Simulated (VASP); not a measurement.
# KBr (rock salt type) in VASP: further runs, part 2 of 2

VASP 6.6.1. The steps go on from the part before.

## Step 6: Single point, HSE06

This run uses another cell than the first one, of 35.72 Å³/atom.

Contents of POSCAR:

```
KBr
1.0
    0.0000000000      3.2932093678      3.2932093678
    3.2932093678      0.0000000000      3.2932093678
    3.2932093678      3.2932093678      0.0000000000
K Br
1 1
Direct
    0.0000000000      0.0000000000      0.0000000000
    0.5000000000      0.5000000000      0.5000000000
```

Contents of INCAR.step1:

```
ALGO     = Normal         # electronic algorithm
EDIFF    = 1E-5           # SCF threshold, eV
ENCUT    = 520            # plane-wave cutoff, eV
GGA      = PE             # functional
ISIF     = 2              # what is computed and relaxed
ISMEAR   = -1             # smearing method
LASPH    = True           # aspherical terms in the spheres
LREAL    = False          # projectors in reciprocal space
LWAVE    = True           # write WAVECAR
NBANDS   = 15             # bands
NELM     = 100            # most SCF steps
PREC     = Accurate       # precision mode
SIGMA    = 0.05           # smearing width, eV
```

Contents of INCAR.step2:

```
ALGO     = Normal         # electronic algorithm
EDIFF    = 1E-7           # SCF threshold, eV
ENCUT    = 520            # plane-wave cutoff, eV
GGA      = PE             # functional
HFSCREEN = 0.2079         # screening, 1/A
ISIF     = 2              # what is computed and relaxed
ISMEAR   = -1             # smearing method
ISTART   = 1            
LASPH    = True           # aspherical terms in the spheres
LCHARG   = True           # write CHGCAR
LELF     = True           # ELF
LHFCALC  = True           # exact exchange
LREAL    = False          # projectors in reciprocal space
LVHAR    = True         
LWAVE    = False          # write WAVECAR
NBANDS   = 15             # bands
NELM     = 100            # most SCF steps
PREC     = Accurate       # precision mode
PRECFOCK = Normal       
SIGMA    = 0.05           # smearing width, eV
```

Contents of KPOINTS:

```
k-points
0
Gamma
  4 4 4
```

Potentials or basis: VASP PAW PBE potentials, release 64 (K_sv, Br).

On the command line:

```sh
cat potpaw_PBE.64/K_sv/POTCAR potpaw_PBE.64/Br/POTCAR > POTCAR
cp INCAR.step1 INCAR
mpirun -np 1 vasp_std > vasp.out
cp INCAR.step2 INCAR
mpirun -np 1 vasp_std > vasp.out
```

OUTCAR:

```text
EDIFF = 1E-7
   ENCUT = 520
   GGA = PE
   HFSCREEN = 0.2079
   ISIF = 2
   ISMEAR = -1
   ISTART = 1
   LASPH = True
   LHFCALC = True
   LREAL = False
   NELM = 100
   PREC = Accurate
   PRECFOCK = Normal

 ion  position               nearest neighbor table
   1  0.000  0.000  0.000-   2 3.29   2 3.29   2 3.29   2 3.29   2 3.29   2 3.29
   2  0.500  0.500  0.500-   1 3.29   1 3.29   1 3.29   1 3.29   1 3.29   1 3.29

[... 323 lines left out ...]
     15      10.2438      0.00000

------------------------ aborting loop because EDIFF is reached ----------------------------------------

  FORCE on cell =-STRESS in cart. coord.  units (eV):
  Direction    XX          YY          ZZ          XY          YZ          ZX
  --------------------------------------------------------------------------------------
  -------------------------------------------------------------------------------------
  Total        0.2622860      0.2622860      0.2622860     -0.0000000      0.0000000     -0.0000000
  in kB        5.8829841      5.8829841      5.8829841     -0.0000000      0.0000000     -0.0000000
  external PRESSURE =       5.8829841 kB  Pullay stress =       0.0000000 kB

 VOLUME and BASIS-vectors are now :
 -----------------------------------------------------------------------------
  energy-cutoff  :      520.00
  volume of cell :       71.43
      direct lattice vectors                 reciprocal lattice vectors
     0.000000000  3.293209368  3.293209368    -0.151827577  0.151827577  0.151827577
     3.293209368  0.000000000  3.293209368     0.151827577 -0.151827577  0.151827577
     3.293209368  3.293209368  0.000000000     0.151827577  0.151827577 -0.151827577

 POSITION                                       TOTAL-FORCE (eV/Angst)
 -----------------------------------------------------------------------------------
      0.00000      0.00000      0.00000         0.000000      0.000000      0.000000
      3.29321      3.29321      3.29321        -0.000000     -0.000000     -0.000000
 -----------------------------------------------------------------------------------
    total drift:                                0.000000      0.000000      0.000000

  FREE ENERGIE OF THE ION-ELECTRON SYSTEM (eV)
  ---------------------------------------------------
  free  energy   TOTEN  =        -7.1674582841 eV

  energy  without entropy=       -7.1674582841  energy(sigma->0) =       -7.16745828
```

OSZICAR.step1:

```text
N       E                     dE             d eps       ncg     rms          rms(c)
DAV:   1     0.950195062640E+02    0.95020E+02   -0.68576E+03   240   0.931E+02
DAV:   2    -0.704307659007E+00   -0.95724E+02   -0.89626E+02   310   0.226E+02
DAV:   3    -0.612337764542E+01   -0.54191E+01   -0.53930E+01   331   0.480E+01
DAV:   4    -0.638182489398E+01   -0.25845E+00   -0.25841E+00   361   0.888E+00
DAV:   5    -0.638388408906E+01   -0.20592E-02   -0.20592E-02   310   0.947E-01    0.314E+00
DAV:   6    -0.621340242773E+01    0.17048E+00   -0.21730E-01   303   0.224E+00    0.230E+00
DAV:   7    -0.620241884621E+01    0.10984E-01   -0.10624E-01   303   0.176E+00    0.104E+00
DAV:   8    -0.621126247444E+01   -0.88436E-02   -0.11336E-02   263   0.782E-01    0.116E-01
DAV:   9    -0.621204267280E+01   -0.78020E-03   -0.77134E-04   303   0.168E-01    0.771E-02
DAV:  10    -0.621232900502E+01   -0.28633E-03   -0.28661E-04   247   0.964E-02    0.119E-02
DAV:  11    -0.621234699640E+01   -0.17991E-04   -0.27378E-05   311   0.294E-02    0.594E-03
DAV:  12    -0.621234853592E+01   -0.15395E-05   -0.38944E-06   183   0.130E-02
   1 F= -.62123485E+01 E0= -.62123485E+01  d E =-.697661E-11
```

Wall time 3.7 min (1 thread of Intel Xeon 6975P-C (Granite Rapids), shared host); peak memory 0.32 GiB.

What came out:

```yaml
Free_energy: -7.1675 eV
Pressure: 0.6 GPa
Band_gap_on_the_k_mesh: 5.62 eV
```

Levels at points of the mesh, in eV from the valence-band top:
```tsv
k point	band 6	band 7	band 8	band 9	band 10	band 11
(0.00, 0.00, 0.00)	0.00	0.00	0.00	5.62	8.97	8.97
(0.50, 0.00, 0.00)	-1.24	-0.35	-0.35	7.76	9.62	11.40
(0.50, 0.50, 0.00)	-0.87	-0.31	-0.31	7.06	8.51	10.82
```

Caveat: the PAW data sets were made with another functional, which shifts forces and pressure a little.

## Step 7: Overview

```csv
level,spin,cell,k mesh,smearing,grid for exact exchange (PRECFOCK),share of exact exchange,screening parameter,gap on the mesh (eV),pressure (GPa)
PBE,off,"a = 4.738 Å, angles 60.0°, 2 atoms, atomic positions A",8 × 8 × 8,fermi-dirac 0.1 eV,-,-,-,4.32,0.1
PBE,"non-collinear, zero start, SOC","a = 4.738 Å, angles 60.0°, 2 atoms, atomic positions B",6 × 6 × 6,fermi-dirac 0.02 eV,-,-,-,-,0.1
HSE06,off,"a = 4.608 Å, angles 60.0°, 2 atoms, atomic positions B",4 × 4 × 4,fermi-dirac 0.05 eV,Normal,0.25,0.2079 1/Å,5.71,1.2
HSE06,off,"a = 4.657 Å, angles 60.0°, 2 atoms, atomic positions B",4 × 4 × 4,fermi-dirac 0.05 eV,Normal,0.25,0.2079 1/Å,5.62,0.6
```

Alike in all rows: task single point; potentials or basis VASP PAW PBE potentials, release 64 (K_sv, Br); cutoff (eV) 520.

Caveats: the PAW data sets were made with another functional, which shifts forces and pressure a little (at least some runs).

Total energies depend on the potentials used, so only differences within one code and one set of settings carry meaning.
